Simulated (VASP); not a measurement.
Wanted: the native input for a VASP 6.6.1 run.

```yaml
Task: single point
Functional: r2SCAN
Dispersion: D3(BJ)
Potentials_or_basis: VASP PAW PBE potentials, release 64 (In_d, Se)
Cutoff: 520 eV
k_mesh: 14 × 14 × 14
Occupations: gaussian, width 0.05 eV
Spin: no spin polarisation
Dipole_correction: no
Further_INCAR_settings: ALGO = Normal; EDIFF = 1e-06; NBANDS = 16
```

Crystal: InSe.

```
CELL_PARAMETERS angstrom
0.00000 2.79317 2.79317
2.79317 0.00000 2.79317
2.79317 2.79317 0.00000
ATOMIC_POSITIONS crystal
In 0.00000 0.00000 0.00000
Se 0.50000 0.50000 0.50000
```

These files were run (other wordings do the same):

POSCAR

```
InSe
1.0
    0.0000000000      2.7931679474      2.7931679474
    2.7931679474      0.0000000000      2.7931679474
    2.7931679474      2.7931679474      0.0000000000
In Se
1 1
Direct
    0.0000000000      0.0000000000      0.0000000000
    0.5000000000      0.5000000000      0.5000000000
```

INCAR.step1

```
PREC = Accurate
ENCUT = 520
ISMEAR = 0
SIGMA = 0.05
LREAL = F
LASPH = T
NELM = 80
NBANDS = 16
GGA = PE
ALGO = Normal
EDIFF = 1E-4
LWAVE = T
LCHARG = F
```

INCAR.step2

```
PREC = Accurate
ENCUT = 520
EDIFF = 1E-6
ISMEAR = 0
SIGMA = 0.05
LREAL = F
LASPH = T
NELM = 80
ALGO = Normal
ISIF = 2
LWAVE = F
LCHARG = F
METAGGA = R2SCAN
LMIXTAU = T
IVDW = 12
VDW_S6 = 1.0
VDW_S8 = 0.78981345
VDW_A1 = 0.49484001
VDW_A2 = 5.73083694
NBANDS = 16
ISTART = 1
```

KPOINTS

```
regular mesh
0
Gamma
  14 14 14
```

Potentials or basis: VASP PAW PBE potentials, release 64 (In_d, Se).

Command:

```console
$ cat potpaw_PBE.64/In_d/POTCAR potpaw_PBE.64/Se/POTCAR > POTCAR
$ cp INCAR.step1 INCAR
$ mpirun -np 1 vasp_std > vasp.out
$ cp INCAR.step2 INCAR
$ mpirun -np 1 vasp_std > vasp.out
```

It gave:

```yaml
Pressure: 10.4 GPa
Band_gap_on_the_k_mesh: zero (an odd number of electrons rules out a gap without spin polarisation)
Dispersion_energy_per_atom: -0.192 eV
```

Caveat: the cell stands under pressure; the PAW data sets were made with another functional, which shifts forces and pressure a little; spin-orbit coupling is left out, which moves the levels of the heavy elements; an odd number of electrons without spin polarisation forces a metal; a magnetic or distorted state may lie lower.

Run time: 2.4 min on 1 thread of Intel(R) Xeon(R) 6975P-C (Granite Rapids) (shared host), peak memory 0.23 GiB.
